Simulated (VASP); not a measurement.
Wanted: the native input for a VASP 6.6.1 run.

| Quantity | Value |
| --- | --- |
| Task | relaxation of cell and atoms |
| Functional | PBE |
| Potentials or basis | VASP PAW PBE potentials, release 64 (Al, O) |
| Cutoff | 600 eV |
| k mesh | 6 × 6 × 2 |
| Occupations | gaussian, width 0.2 eV |
| Spin | no spin polarisation |
| Dipole correction | no |
| Further INCAR settings | ALGO = Normal; EDIFF = 1e-06; IBRION = 2; EDIFFG = -0.08; NSW = 36; ISIF = 3 |

The structure of Al6O lies in POSCAR:

```
Al6O
1.0
    2.8600000000      0.0000000000      0.0000000000
   -1.4300000000      2.4768326500      0.0000000000
    0.0000000000      0.0000000000     13.8000000000
Al O
6 1
Direct
    0.6666666700      0.3333333300      0.4160000000
    0.3333333300      0.6666666700      0.5840000000
    0.6666666700      0.3333333300      0.9230000000
    0.3333333300      0.6666666700      0.0770000000
    0.0000000000      0.0000000000      0.2460000000
    0.0000000000      0.0000000000      0.7540000000
    0.0000000000      0.0000000000      0.0000000000
```

The input as run:

INCAR

```
PREC = Accurate
ENCUT = 600
EDIFF = 1E-6
ISMEAR = 0
SIGMA = 0.2
LREAL = F
LASPH = T
NELM = 80
ALGO = Normal
ISIF = 3
LWAVE = F
LCHARG = F
GGA = PE
IBRION = 2
NSW = 36
EDIFFG = -0.08
```

KPOINTS

```
Automatic mesh
0
Gamma
  6 6 2
```

Potentials or basis: VASP PAW PBE potentials, release 64 (Al, O).

Run with:

```console
$ cat potpaw_PBE.64/Al/POTCAR potpaw_PBE.64/O/POTCAR > POTCAR
$ mpirun -np 1 vasp_std > vasp.out
```

Results of the run:

The relaxed volume is 14.50 Å³/atom and the relaxed cell is a = 2.834 Å, b = 2.834 Å, c = 14.592 Å, α = 90.00°, β = 90.00°, γ = 120.00°. The space group after relaxing (to 0.1 Å) is P-3m1 (No. 164). The energy gained by relaxing is 294.9 meV/atom. The ionic steps are 12. The pressure after relaxing is 0.0 GPa. The largest force after relaxing is 0.023 eV/Å.

Caveat: the k points lie up to 0.43 Å⁻¹ apart in the final cell; the highest band is partly filled, so the run has too few bands.

Run time: 92 s on 1 thread of Intel(R) Xeon(R) 6975P-C (Granite Rapids) (shared host), peak memory 0.24 GiB.
